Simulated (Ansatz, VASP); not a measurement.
## MgO: VASP beside Ansatz

INCAR

```
  PREC = Accurate
  ENCUT = 520
  EDIFF = 1E-6
  ISMEAR = 0
  SIGMA = 0.01
  LREAL = F
  LASPH = T
  NELM = 80
  ALGO = Normal
  ISIF = 2
  LWAVE = F
  LCHARG = F
  GGA = PE
  NBANDS = 16
```

KPOINTS

```
regular mesh
0
Gamma
  9 9 4
```

The input POSCAR:

```
MgO
1.0
    2.8976817450      0.0000000000      0.0000000000
   -1.4488408725      2.5094660032      0.0000000000
    0.0000000000      0.0000000000      5.0514305709
Mg O
2 2
Direct
    0.0000000000      0.0000000000      0.0000000000
    0.0000000000      0.0000000000      0.5000000000
    0.3333333333      0.6666666667      0.2500000000
    0.6666666667      0.3333333333      0.7500000000
```

Input for Ansatz:

```yaml
crystal:
  lattice:
    - [2.897681745, 0.0, 0.0]
    - [-1.4488408725, 2.5094660032, 0.0]
    - [0.0, 0.0, 5.0514305709]
  atoms:
    - { symbol: Mg, position: [0.0, 0.0, 0.0] }
    - { symbol: Mg, position: [0.0, 0.0, 0.5] }
    - { symbol: O, position: [0.3333333333, 0.6666666667, 0.25] }
    - { symbol: O, position: [0.6666666667, 0.3333333333, 0.75] }
kpoints:
  mp_grid: { grid: [9, 9, 4] }
hamiltonian:
  xc: pbe
scf:
  occupations: { method: fixed }
  n_extra_bands: 5
output:
  forces: true
  stress: true
  eigenvalues: true
```

Alike in both runs: task single point; functional PBE; k mesh 9 × 9 × 4; no spin polarisation.

|  | VASP | Ansatz |
| --- | --- | --- |
| version | VASP 6.6.1 | Ansatz 0.2.0 |
| potentials or method | VASP PAW PBE potentials, release 64 (Mg, O) | plane waves, PAW |
| plane-wave cutoff (eV) | 520 | 420 |
| occupations | gaussian, width 0.01 eV | fixed |
| valence electrons in the cell | 16 | 32 |

```csv
,VASP,Ansatz,Ansatz less VASP
gap on the k mesh at the Fermi level (eV),4.70,4.71,+0.015
pressure (GPa),9.5,10.1,+0.65
"traceless stress, the component that is largest in VASP (GPa)",0.66,0.65,-0.010
```

VASP's potentials hold 16 valence electrons a cell and Ansatz's 32, so a difference there can come from the potentials and not from the codes.
